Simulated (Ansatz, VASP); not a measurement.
## One calculation of BN, two programs

Contents of INCAR:

```
PREC     = Accurate       # precision mode
ENCUT    = 520            # plane-wave cutoff, eV
EDIFF    = 1E-7           # SCF threshold, eV
ISMEAR   = 1              # smearing method
SIGMA    = 0.05           # smearing width, eV
LREAL    = F              # projectors in reciprocal space
LASPH    = T              # aspherical terms in the spheres
NELM     = 60             # most SCF steps
ALGO     = Normal         # electronic algorithm
ISIF     = 2              # what is computed and relaxed
LWAVE    = F              # write WAVECAR
LCHARG   = F              # write CHGCAR
GGA      = PE             # functional
IVDW     = 12             # dispersion correction
NBANDS   = 16             # bands
```

KPOINTS

```
Automatic mesh
0
Gamma
  12 12 4
```

Contents of POSCAR:

```
BN
1.0
    2.5061127838      0.0000000000      0.0000000000
   -1.2530563919      2.1703573356      0.0000000000
    0.0000000000      0.0000000000      6.5923998870
B N
2 2
Direct
   -0.1004938186      0.0294882317      0.5000000000
    0.4539747982      0.6770741131      0.0000000000
    0.1108657136     -0.0080314294      0.0000000000
    0.5402518665      0.3105749947      0.5000000000
```

Input for Ansatz:

```yaml
crystal:
  lattice:
    - [2.5061127838, 0.0, 0.0]
    - [-1.2530563919, 2.1703573356, 0.0]
    - [0.0, 0.0, 6.592399887]
  atoms:
    - { symbol: B, position: [-0.1004938186, 0.0294882317, 0.5] }
    - { symbol: B, position: [0.4539747982, 0.6770741131, 0.0] }
    - { symbol: "N", position: [0.1108657136, -0.0080314294, 0.0] }
    - { symbol: "N", position: [0.5402518665, 0.3105749947, 0.5] }
basis:
  ecutwfc: 520.0
kpoints:
  mp_grid: { grid: [12, 12, 4] }
hamiltonian:
  xc: pbe
  dispersion: d3bj
scf:
  occupations: { method: methfessel_paxton, width: 0.05 }
output:
  forces: true
  stress: true
  eigenvalues: true
```

Change from the starting cell: mode 4 frozen in at -0.289 Å and mode 10 at +0.064 Å (largest displacements).

Alike in both runs: task single point; functional PBE; dispersion D3(BJ); k mesh 12 × 12 × 4; occupations methfessel-paxton of order 1, width 0.05 eV; no spin polarisation.

|  | VASP | Ansatz |
| --- | --- | --- |
| version | VASP 6.6.1 | Ansatz 0.2.0 |
| potentials or method | VASP PAW PBE potentials, release 64 (B, N), cutoff 520 eV | scalar-relativistic, plane waves, PAW |
| valence electrons in the cell | 16 | 16 |

|  | VASP | Ansatz | Ansatz less VASP |
| --- | --- | --- | --- |
| gap on the k mesh at the Fermi level (eV) | 3.34 | 3.34 | +0.008 |
| least direct gap on the mesh (eV) | 3.69 | 3.70 | +0.006 |
| pressure (GPa) | 2.6 | 2.6 | 0.00 |
| traceless stress, the component that is largest in VASP (GPa) | 8.65 | 8.55 | -0.095 |
| rms of the force components (eV/Å) | 1.701 | 1.705 | +0.0043 |

Atom by atom the forces differ by 0.004 eV/Å (rms over components).
